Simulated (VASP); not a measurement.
# GaGe3 in VASP: further runs

Runs on GaGe3. Level: PBEsol. Tasks: single point.

Program: VASP 6.6.1. These are calculated values, not measurements. Logs are shortened: lines on timing, memory, paths and dates and some standing lists are left out, and cuts for length are marked.

## Step 1: The cell of the first run

Symmetry: Fm-3m, No. 225, cubic system. The conventional cell has a = 6.907 Å, b = 6.907 Å, c = 6.907 Å, α = 90.00°, β = 90.00°, γ = 90.00°. Within 3.9 Å of Ge (site symmetry m-3m) lie 8 Ge at 2.99 Å and 6 Ga at 3.45 Å. Ge (site symmetry -43m) has 4 Ga at 2.99 Å and 10 Ge at 2.99 to 3.45 Å within 3.9 Å. Ga (site symmetry m-3m) has 14 Ge at 2.99 to 3.45 Å within 3.9 Å.

## Step 2: Single point, PBEsol (volume scaled by 1.06)

INCAR reads:

```
SYSTEM = GaGe3
ALGO     = Normal         ! electronic algorithm
EDIFF    = 1E-7           ! SCF threshold, eV
ENCUT    = 520            ! plane-wave cutoff, eV
GGA      = PS             ! functional
ISIF     = 2              ! what is computed and relaxed
ISMEAR   = -1             ! smearing method
LASPH    = .True.         ! aspherical terms in the spheres
LCHARG   = .False.        ! write CHGCAR
LREAL    = .False.        ! projectors in reciprocal space
LWAVE    = .False.        ! write WAVECAR
NBANDS   = 36             ! bands
NELM     = 100            ! most SCF steps
PREC     = Accurate       ! precision mode
SIGMA    = 0.05           ! smearing width, eV
```

KPOINTS reads:

```
k-points
0
Gamma
  7 7 7
  0 0 0
```

POSCAR reads:

```
GaGe3
1.0
    0.0000000000      3.4535989049      3.4535989049
    3.4535989049      0.0000000000      3.4535989049
    3.4535989049      3.4535989049      0.0000000000
Ge Ga
3 1
Direct
    0.5000000000      0.5000000000      0.5000000000
    0.7500000000      0.7500000000      0.7500000000
    0.2500000000      0.2500000000      0.2500000000
    0.0000000000      0.0000000000      0.0000000000
```

Potentials or basis: VASP PAW PBE potentials, release 64 (Ge_d, Ga_d).

Run with:

```sh
> cat potpaw_PBE.64/Ge_d/POTCAR potpaw_PBE.64/Ga_d/POTCAR > POTCAR
> mpirun -np 1 vasp_std > vasp.out
```

OUTCAR:

```text
SYSTEM = GaGe3
   EDIFF = 1E-7
   ENCUT = 520
   GGA = PS
   ISIF = 2
   ISMEAR = -1
   LASPH = .True.
   LREAL = .False.
   NELM = 100
   PREC = Accurate

 ion  position               nearest neighbor table
   1  0.500  0.500  0.500-
   2  0.750  0.750  0.750-
   3  0.250  0.250  0.250-
   4  0.000  0.000  0.000-

  LATTYP: Found a face centered cubic cell.
 ALAT       =     6.9071978098

  Lattice vectors:

 A1 = (   0.0000000000,   3.4535989049,   3.4535989049)
 A2 = (   3.4535989049,   0.0000000000,   3.4535989049)
 A3 = (   3.4535989049,   3.4535989049,   0.0000000000)

Analysis of symmetry for initial positions (statically):
=====================================================================
 Subroutine PRICEL returns:
 Original cell was already a primitive cell.

 Routine SETGRP: Setting up the symmetry group for a
 face centered cubic supercell.

 Subroutine GETGRP returns: Found 48 space group operations
 (whereof 48 operations were pure point group operations)
 out of a pool of 48 trial point group operations.

The static configuration has the point symmetry O_h .

Analysis of symmetry for dynamics (positions and initial velocities):
=====================================================================
 Subroutine PRICEL returns:
 Original cell was already a primitive cell.

 Routine SETGRP: Setting up the symmetry group for a
 face centered cubic supercell.

 Subroutine GETGRP returns: Found 48 space group operations
 (whereof 48 operations were pure point group operations)
 out of a pool of 48 trial point group operations.

The dynamic configuration has the point symmetry O_h .

 Subroutine INISYM returns: Found 48 space group operations
 (whereof 48 operations are pure point group operations),
 and found     1 'primitive' translations

----------------------------------------------------------------------------------------

                                     Primitive cell

  volume of cell :      82.3845

  direct lattice vectors                    reciprocal lattice vectors
     0.000000000  3.453598905  3.453598905    -0.144776511  0.144776511  0.144776511
     3.453598905  0.000000000  3.453598905     0.144776511 -0.144776511  0.144776511
     3.453598905  3.453598905  0.000000000     0.144776511  0.144776511 -0.144776511

  length of vectors
     4.884126410  4.884126410  4.884126410     0.250760273  0.250760273  0.250760273

  position of ions in fractional coordinates (direct lattice)
     0.500000000  0.500000000  0.500000000
     0.750000000  0.750000000  0.750000000
     0.250000000  0.250000000  0.250000000
     0.000000000  0.000000000  0.000000000

  ion indices of the primitive-cell ions
   primitive index   ion index
                 1           1
                 2           2
                 3           3
                 4           4

----------------------------------------------------------------------------------------

 KPOINTS: k-points

Automatic generation of k-mesh.
 Grid dimensions read from file:
 generate k-points for:    7    7    7

 Generating k-lattice:

  Cartesian coordinates                     Fractional coordinates (reciprocal lattice)
    -0.020682359  0.020682359  0.020682359     0.142857143  0.000000000  0.000000000
     0.020682359 -0.020682359  0.020682359     0.000000000  0.142857143  0.000000000
     0.020682359  0.020682359 -0.020682359     0.000000000  0.000000000  0.142857143

  Length of vectors
     0.035822896  0.035822896  0.035822896

  Shift w.r.t. Gamma in fractional coordinates (k-lattice)
     0.000000000  0.000000000  0.000000000

 Subroutine IBZKPT returns following result:
 ===========================================

 Found     20 irreducible k-points:

 Following reciprocal coordinates:
            Coordinates               Weight
  0.000000  0.000000  0.000000      1.000000
  0.142857  0.000000  0.000000      8.000000
  0.285714  0.000000  0.000000      8.000000
  0.428571  0.000000  0.000000      8.000000
  0.142857  0.142857  0.000000      6.000000
  0.285714  0.142857  0.000000     24.000000
[... 12 lines left out ...]
 -0.428571  0.428571  0.142857     24.000000
 -0.285714  0.428571  0.142857     24.000000
   k-points           NKPTS =     20   k-points in BZ     NKDIM =     20   number of bands    NBANDS=     36
   number of dos      NEDOS =    301   number of ions     NIONS =      4
   total plane-waves  NPLWV =  46656
   dimension x,y,z NGX =    36 NGY =   36 NGZ =   36
   dimension x,y,z NGXF=    72 NGYF=   72 NGZF=   72
   ions per type =               3   1
   NGX,Y,Z   is equivalent  to a cutoff of  12.25, 12.25, 12.25 a.u.
   NGXF,Y,Z  is equivalent  to a cutoff of  24.51, 24.51, 24.51 a.u.
 SYSTEM =  GaGe3
   PREC   = accura    normal or accurate (medium, high low for compatibility)
   ISTART =      0    job   : 0-new  1-cont  2-samecut
   ICHARG =      2    charge: 1-file 2-atom 10-const
   ISPIN  =      1    spin polarized calculation?
   LNONCOLLINEAR =      F non collinear calculations
   LSORBIT =      F    spin-orbit coupling
   LASPH  =      T    aspherical Exc in radial PAW
   ENCUT  =  520.0 eV  38.22 Ry    6.18 a.u.   9.08  9.08  9.08*2*pi/ulx,y,z
   NELM   =    100;   NELMIN=  2; NELMDL= -5     # of ELM steps
   EDIFF  = 0.1E-06   stopping-criterion for ELM
   LREAL  =      F    real-space projection
   EDIFFG = 0.1E-05   stopping-criterion for IOM
   NSW    =      0    number of steps for IOM
   IBRION =     -1    ionic relax: 0-MD 1-quasi-New 2-CG
   NFREE  =      0    steps in history (QN), initial steepest desc. (CG)
   ISIF   =      2    stress and relaxation
   ISYM   =      2    0-nonsym 1-usesym 2-fastsym
   POTIM  = 0.5000    time-step for ionic-motion
   TEBEG  =    0.0;   TEEND  =   0.0 temperature during run
   PSTRESS=    0.0 pullay stress
   NELECT =      55.0000    total number of electrons
   NUPDOWN=      -1.0000    fix difference up-down
   EMIN   =  10.00;   EMAX   =-10.00  energy-range for DOS
   EFERMI =   0.00;   METHOD = LEGACY
   ISMEAR =    -1;   SIGMA  =   0.05  broadening in eV -4-tet -1-fermi 0-gaus
   EFERMI_NEDOS =   21; number of points for ismear=-14 and -15
   IALGO  =     38    algorithm
   IMIX   =      4    mixing-type and parameters
     AMIX     =   0.40;   BMIX     =  1.00
     AMIX_MAG =   1.60;   BMIX_MAG =  1.00
  volume/ion in A,a.u.               =      20.60       138.99
  Fermi-wavevector in a.u.,A,eV,Ry     =   1.430805  2.703830 27.853893  2.047203
  Thomas-Fermi vector in A             =   2.550611
   LORBIT       =      0    0 simple, 1 ext, 2 COOP (PROOUT), +10 PAW based schemes
   GGA     = PS    functional components
   LHFCALC =     F    Hartree Fock is set to
   AEXX    =    0.0000 exact exchange contribution
   IVDW    =     0    specifies the selected vdW correction
   LEPSILON=     F    determine dielectric tensor
   LRPA    =     F    only Hartree local field effects (RPA)
 non-spin polarized calculation
  energy-cutoff  :      520.00
  volume of cell :       82.38
 maximum number of plane-waves:      2239
   NGX = 19   NGY = 19   NGZ = 19

 number of electron      54.9999963 magnetization

 Free energy of the ion-electron system (eV)
  ---------------------------------------------------
  ext. energy  EPLUGINS =         0.00000000
  ---------------------------------------------------
  free energy    TOTEN  =       -17.17702617 eV

  energy without entropy =      -17.16519149  energy(sigma->0) =      -17.17110883

 E-fermi :   5.3819     XC(G=0): -10.9369

 val. band max:        5.3409954794   @ k =  -0.4286   0.1429   0.0000
 cond. band min:       5.4000201224   @ k =   0.4286   0.2857   0.0000
 fundamental gap:      0.0590246429
 Fermi energy:         5.3818868653

 k-point     1 :       0.0000    0.0000    0.0000
  band No.  band energies     occupation
      1     -19.1868      2.00000
      2     -19.1868      2.00000
      3     -19.1808      2.00000
      4     -19.1808      2.00000
      5     -19.1808      2.00000
      6     -19.1683      2.00000
[... 28 lines left out ...]
     35      10.1888      0.00000
     36      14.5504      0.00000

 k-point     2 :       0.1429    0.0000    0.0000
  band No.  band energies     occupation
      1     -19.1844      2.00000
      2     -19.1844      2.00000
      3     -19.1843      2.00000
      4     -19.1833      2.00000
      5     -19.1833      2.00000
      6     -19.1660      2.00000
[... 28 lines left out ...]
     35      11.0068      0.00000
     36      13.1210      0.00000

 k-point     3 :       0.2857    0.0000    0.0000
  band No.  band energies     occupation
      1     -19.1888      2.00000
      2     -19.1888      2.00000
      3     -19.1854      2.00000
      4     -19.1762      2.00000
      5     -19.1762      2.00000
      6     -19.1625      2.00000
[... 28 lines left out ...]
     35      12.5754      0.00000
     36      12.5754      0.00000

 k-point     4 :       0.4286    0.0000    0.0000
  band No.  band energies     occupation
      1     -19.1921      2.00000
      2     -19.1921      2.00000
      3     -19.1816      2.00000
      4     -19.1663      2.00000
      5     -19.1663      2.00000
      6     -19.1604      2.00000
[... 28 lines left out ...]
     35      10.9339      0.00000
     36      12.4640      0.00000

 k-point     5 :       0.1429    0.1429    0.0000
  band No.  band energies     occupation
      1     -19.1869      2.00000
      2     -19.1869      2.00000
      3     -19.1843      2.00000
      4     -19.1822      2.00000
      5     -19.1782      2.00000
      6     -19.1686      2.00000
[... 499 lines left out ...]
 k-point    18 :      -0.4286    0.2857    0.1429
  band No.  band energies     occupation
      1     -19.1928      2.00000
      2     -19.1902      2.00000
      3     -19.1826      2.00000
      4     -19.1706      2.00000
      5     -19.1685      2.00000
      6     -19.1627      2.00000
[... 28 lines left out ...]
     35      12.1432      0.00000
     36      12.5830      0.00000

 k-point    19 :      -0.4286    0.4286    0.1429
  band No.  band energies     occupation
      1     -19.1940      2.00000
      2     -19.1926      2.00000
      3     -19.1780      2.00000
      4     -19.1753      2.00000
      5     -19.1692      2.00000
      6     -19.1629      2.00000
[... 28 lines left out ...]
     35      11.8277      0.00000
     36      12.0335      0.00000

 k-point    20 :      -0.2857    0.4286    0.1429
  band No.  band energies     occupation
      1     -19.1934      2.00000
      2     -19.1877      2.00000
      3     -19.1849      2.00000
      4     -19.1720      2.00000
      5     -19.1669      2.00000
      6     -19.1639      2.00000
[... 28 lines left out ...]
     35      11.7449      0.00000
     36      12.0245      0.00000

------------------------ aborting loop because EDIFF is reached ----------------------------------------

  FORCE on cell =-STRESS in cart. coord.  units (eV):
  Direction    XX          YY          ZZ          XY          YZ          ZX
  --------------------------------------------------------------------------------------
  -------------------------------------------------------------------------------------
  Total       -3.4252045     -3.4252045     -3.4252045      0.0000000     -0.0000000      0.0000000
  in kB      -66.6118359    -66.6118359    -66.6118359      0.0000000     -0.0000000      0.0000000
  external PRESSURE =     -66.6118359 kB  Pullay stress =       0.0000000 kB

 VOLUME and BASIS-vectors are now :
 -----------------------------------------------------------------------------
  energy-cutoff  :      520.00
  volume of cell :       82.38
      direct lattice vectors                 reciprocal lattice vectors
     0.000000000  3.453598905  3.453598905    -0.144776511  0.144776511  0.144776511
     3.453598905  0.000000000  3.453598905     0.144776511 -0.144776511  0.144776511
     3.453598905  3.453598905  0.000000000     0.144776511  0.144776511 -0.144776511

 POSITION                                       TOTAL-FORCE (eV/Angst)
 -----------------------------------------------------------------------------------
      3.45360      3.45360      3.45360         0.000000     -0.000000      0.000000
      5.18040      5.18040      5.18040        -0.000000      0.000000     -0.000000
      1.72680      1.72680      1.72680         0.000000      0.000000     -0.000000
      0.00000      0.00000      0.00000         0.000000     -0.000000      0.000000
 -----------------------------------------------------------------------------------
    total drift:                                0.000000      0.000000      0.000000

  FREE ENERGIE OF THE ION-ELECTRON SYSTEM (eV)
  ---------------------------------------------------
  free  energy   TOTEN  =       -17.1770261657 eV

  energy  without entropy=      -17.1651914899  energy(sigma->0) =      -17.17110883
```

It took 65 s on 1 thread of Intel Xeon 6975P-C, shared host; peak memory 0.22 GiB.

Results:

```yaml
Free_energy: -17.1770 eV
Pressure: -6.7 GPa
```

Caveat: the cell differs from its parent crystal (volume scaled by 1.06); the PAW data sets were made with another functional, which shifts forces and pressure a little.

## Step 3: Single point, PBEsol (atoms moved at random)

INCAR reads:

```
PREC     = Accurate       # precision mode
ENCUT    = 520            # plane-wave cutoff, eV
EDIFF    = 1E-6           # SCF threshold, eV
ISMEAR   = -1             # smearing method
SIGMA    = 0.05           # smearing width, eV
LREAL    = F              # projectors in reciprocal space
LASPH    = T              # aspherical terms in the spheres
NELM     = 60             # most SCF steps
ALGO     = Normal         # electronic algorithm
ISIF     = 2              # what is computed and relaxed
LWAVE    = F              # write WAVECAR
LCHARG   = T              # write CHGCAR
GGA      = PS             # functional
LELF     = T              # ELF
LVHAR    = T            
NBANDS   = 36             # bands
```

KPOINTS reads:

```
regular mesh
0
Gamma
  7 7 7
```

POSCAR reads:

```
GaGe3
1.0
    0.0000000000      3.3871670000      3.3871670000
    3.3871670000      0.0000000000      3.3871670000
    3.3871670000      3.3871670000      0.0000000000
Ge Ga
3 1
Direct
    0.5073380000      0.5011620000      0.4946460000
    0.7594530000      0.7517590000      0.7461760000
    0.2490690000      0.2550790000      0.2519830000
    0.0098280000     -0.0176820000      0.0106650000
```

Potentials or basis: VASP PAW PBE potentials, release 64 (Ge_d, Ga_d).

Run with:

```sh
> cat potpaw_PBE.64/Ge_d/POTCAR potpaw_PBE.64/Ga_d/POTCAR > POTCAR
> mpirun -np 1 vasp_std > vasp.out
```

Wall time 6.3 min (1 thread of Intel Xeon 6975P-C, shared host); peak memory 0.5 GiB.

Results (log left out):

| Item | Value |
| --- | --- |
| Free energy | -17.3242 eV |
| Pressure | -3.7 GPa |
| Largest force | 0.156 eV/Å |

Forces on the atoms (eV/Å):
```
Ge   0.019  0.028 -0.026
Ge   0.009  0.019 -0.054
Ge  -0.074  0.062 -0.023
Ga   0.046 -0.108  0.103
```

Stress tensor (GPa, compression positive):
```
-3.77 -0.01  0.03
-0.01 -3.73 -0.08
 0.03 -0.08 -3.73
```

Levels at points of the mesh, in eV from the Fermi level:
```
           k point  band 24  band 25  band 26  band 27  band 28  band 29  band 30  band 31
(0.00, 0.00, 0.00)    -1.58    -1.56    -1.54    -1.29    -1.25    -1.21    -1.08     0.27
```

Caveat: the cell differs from its parent crystal (atoms moved at random); the PAW data sets were made with another functional, which shifts forces and pressure a little.

## Step 4: Single point, PBEsol

This run uses another cell than the first one, of 17.91 Å³/atom, 0.869 times its volume.

INCAR reads:

```
SYSTEM = GaGe3
ALGO     = Normal         ! electronic algorithm
EDIFF    = 1E-6           ! SCF threshold, eV
ENCUT    = 520            ! plane-wave cutoff, eV
GGA      = PS             ! functional
ISIF     = 2              ! what is computed and relaxed
ISMEAR   = -1             ! smearing method
LASPH    = .TRUE.         ! aspherical terms in the spheres
LCHARG   = .TRUE.         ! write CHGCAR
LELF     = .TRUE.         ! ELF
LREAL    = .FALSE.        ! projectors in reciprocal space
LVHAR    = .TRUE.       
LWAVE    = .FALSE.        ! write WAVECAR
NBANDS   = 36             ! bands
NELM     = 80             ! most SCF steps
PREC     = Accurate       ! precision mode
SIGMA    = 0.05           ! smearing width, eV
```

KPOINTS reads:

```
k-points
0
G
  7 7 7
  0 0 0
```

POSCAR reads:

```
GaGe3
1.0
    0.0000000000      3.2516803200      3.3871670000
    3.2516803200      0.0000000000      3.3871670000
    3.2516803200      3.2516803200      0.0000000000
Ge Ga
3 1
Direct
    0.5000000000      0.5000000000      0.5000000000
    0.7500000000      0.7500000000      0.7500000000
    0.2500000000      0.2500000000      0.2500000000
    0.0000000000      0.0000000000      0.0000000000
```

Run with:

```sh
> cat potpaw_PBE.64/Ge_d/POTCAR potpaw_PBE.64/Ga_d/POTCAR > POTCAR
> mpirun -np 1 vasp_std > vasp.out
```

Wall time 3.6 min (1 thread of AMD EPYC 7R13, shared host); peak memory 0.22 GiB.

It converged, with:

- Free energy: -17.3820 eV
- Pressure: 1.5 GPa

Stress tensor (GPa, compression positive):
```
1.05 0.00 0.00
0.00 1.05 0.00
0.00 0.00 2.48
```

Levels at points of the mesh, in eV from the Fermi level:
```
           k point  band 25  band 26  band 27  band 28  band 29  band 30
(0.00, 0.00, 0.00)    -1.78    -1.51    -1.44    -1.44    -1.39    -0.64
```

Caveat: the PAW data sets were made with another functional, which shifts forces and pressure a little.

## Step 5: Single point, PBEsol

This run uses another cell than the first one, of 18.66 Å³/atom, 0.906 times its volume.

INCAR reads:

```
SYSTEM = GaGe3
ALGO = Normal ; EDIFF = 1E-6
ENCUT = 520 ; GGA = PS
ISIF = 2 ; ISMEAR = -1
LASPH = .TRUE. ; LCHARG = .FALSE.
LREAL = .FALSE. ; LWAVE = .FALSE.
NBANDS = 36 ; NELM = 60
PREC = Accurate ; SIGMA = 0.05
```

KPOINTS is that of step 4.

POSCAR reads:

```
GaGe3
1.0
    0.0000000000      3.3194236600      3.3871670000
    3.3194236600      0.0000000000      3.3871670000
    3.3194236600      3.3194236600      0.0000000000
Ge Ga
3 1
Direct
    0.5000000000      0.5000000000      0.5000000000
    0.7500000000      0.7500000000      0.7500000000
    0.2500000000      0.2500000000      0.2500000000
    0.0000000000      0.0000000000      0.0000000000
```

Run with:

```sh
> cat potpaw_PBE.64/Ge_d/POTCAR potpaw_PBE.64/Ga_d/POTCAR > POTCAR
> mpirun -np 1 vasp_std > vasp.out
```

Run time: 3.3 min. Hardware: 1 thread of AMD EPYC 7R13, shared host; peak memory 0.23 GiB.

The run converged. Its results:

* Free energy: -17.3822 eV
* Pressure: -1.6 GPa

Levels at points of the mesh, in eV from the Fermi level:
```tsv
k point	band 24	band 25	band 26	band 27	band 28	band 29	band 30	band 31
(0.00, 0.00, 0.00)	-1.65	-1.65	-1.52	-1.34	-1.34	-1.30	-0.89	0.04
```

Caveat: the PAW data sets were made with another functional, which shifts forces and pressure a little.

## Step 6: Overview

```csv
cell,gap on the mesh (eV),pressure (GPa)
"a = 4.884 Å, angles 60.0°, 4 atoms",none,-6.7
"a = 4.790 Å, angles 60.0°, 4 atoms",none,-3.7
"a = 4.695, b = 4.695, c = 4.599 Å, angles 60.7, 60.7, 58.6°, 4 atoms",none,1.5
"a = 4.743, b = 4.743, c = 4.694 Å, angles 60.3, 60.3, 59.3°, 4 atoms",none,-1.6
```

Alike in all rows: task single point; level PBEsol; potentials or basis VASP PAW PBE potentials, release 64 (Ge_d, Ga_d); no spin polarisation; k mesh 7 × 7 × 7; cutoff (eV) 520; smearing fermi-dirac 0.05 eV.

Caveats: the PAW data sets were made with another functional, which shifts forces and pressure a little.

Total energies depend on the potentials used, so only differences within one code and one set of settings carry meaning.
